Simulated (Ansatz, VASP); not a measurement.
# Mg3BiSb: VASP beside Ansatz

The input INCAR:

```
ALGO = Normal ; EDIFF = 1E-7
ENCUT = 520 ; GGA = PS
ISIF = 2 ; ISMEAR = -1
LASPH = True ; LCHARG = True
LELF = True ; LREAL = False
LVHAR = True ; LWAVE = False
NBANDS = 21 ; NELM = 80
PREC = Accurate ; SIGMA = 0.15
```

The input KPOINTS:

```
k-points
0
Gamma
  6 6 3
```

Contents of POSCAR:

```
Mg3BiSb
1.0
    4.4697622592      0.0000000000      0.0000000000
   -2.2348811296      3.8709277306      0.0000000000
    0.0000000000      0.0000000000      7.0533006376
Mg Sb Bi
3 1 1
Direct
    0.0000000000      0.0000000000      0.0044930000
    0.3333333333      0.6666666667      0.3649360000
    0.6666666667      0.3333333333      0.6258560000
    0.6666666667      0.3333333333      0.2250700000
    0.3333333333      0.6666666667      0.7796450000
```

Input for Ansatz:

```yaml
crystal:
  lattice:
    - [4.469762259218445, 0.0, 0.0]
    - [-2.2348811296092226, 3.8709277306308247, 0.0]
    - [0.0, 0.0, 7.053300637566555]
  atoms:
    - { symbol: Mg, position: [0.0, 0.0, 0.004493] }
    - { symbol: Mg, position: [0.3333333333333333, 0.6666666666666666, 0.364936] }
    - { symbol: Mg, position: [0.6666666666666666, 0.3333333333333333, 0.625856] }
    - { symbol: Sb, position: [0.6666666666666666, 0.3333333333333333, 0.22507] }
    - { symbol: Bi, position: [0.3333333333333333, 0.6666666666666666, 0.779645] }
basis:
  ecutwfc: 500.0
kpoints:
  mp_grid:
    grid: [6, 6, 3]
hamiltonian:
  xc: pbesol
scf:
  convergence:
    dr2_threshold: 1.0e-10
  occupations:
    method: fermi_dirac
    width: 0.15
output:
  stress: true
```

Alike in both runs: task single point; functional PBEsol; k mesh 6 × 6 × 3; occupations fermi-dirac, width 0.15 eV; no spin polarisation.

|  | VASP | Ansatz |
| --- | --- | --- |
| version | VASP 6.6.1 | Ansatz 0.2.0 |
| potentials or method | VASP PAW PBE potentials, release 64 (Mg, Sb, Bi_d), cutoff 520 eV | plane waves, PAW |
| valence electrons in the cell | 26 | 60 |

|  | VASP | Ansatz | Ansatz less VASP |
| --- | --- | --- | --- |
| pressure (GPa) | 4.8 | 4.8 | -0.03 |
| traceless stress, the component that is largest in VASP (GPa) | -0.11 | -0.11 | -0.006 |

VASP's potentials were made for PBE, not for PBEsol. The functional is the same, so the differences come from potentials, cutoffs and numerics. VASP's potentials hold 26 valence electrons a cell and Ansatz's 60, so a difference there can come from the potentials and not from the codes.

Spin-orbit coupling is off throughout.
